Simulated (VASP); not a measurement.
Te2Mo, 6 atoms in the cell. The structure is hexagonal, space group P6_3/mmc (No. 194). The conventional cell has a = 3.509 Å, b = 3.509 Å, c = 13.761 Å, α = 90.00°, β = 90.00°, γ = 120.00°. Te (site symmetry 3m) has 3 Mo at 2.71 Å and 7 Te at 3.51 to 3.59 Å within 3.6 Å. Within 3.6 Å of Mo (site symmetry -6m2) lie 6 Te at 2.71 Å and 6 Mo at 3.51 Å. 

| Property | Result |
| --- | --- |
| Program | VASP 6.6.1 |
| Task | single point |
| Functional | r2SCAN |
| Dispersion | D3(BJ) |
| Potentials or basis | VASP PAW PBE potentials, release 64 (Te, Mo_sv) |
| Cutoff | 520 eV |
| k mesh | 10 × 10 × 2 |
| Occupations | gaussian, width 0.05 eV |
| Spin | no spin polarisation |
| Dipole correction | no |
| Further INCAR settings | ALGO = Normal; EDIFF = 1e-07; NBANDS = 35 |

Potentials or basis: VASP PAW PBE potentials, release 64 (Te, Mo_sv).

Run with:

```sh
$ cat potpaw_PBE.64/Te/POTCAR potpaw_PBE.64/Mo_sv/POTCAR > POTCAR
$ cp INCAR.step1 INCAR
$ mpirun -np 1 vasp_std > vasp.out
$ cp INCAR.step2 INCAR
$ mpirun -np 1 vasp_std > vasp.out
```

Hardware: 1 thread of Intel(R) Xeon(R) 6975P-C (Granite Rapids), with other jobs on the host.

Estimate the wall time of this run.

Run time: 5.7 min on 1 thread of Intel(R) Xeon(R) 6975P-C (Granite Rapids), on a shared host, peak memory 0.38 GiB. Counts: k points 28.
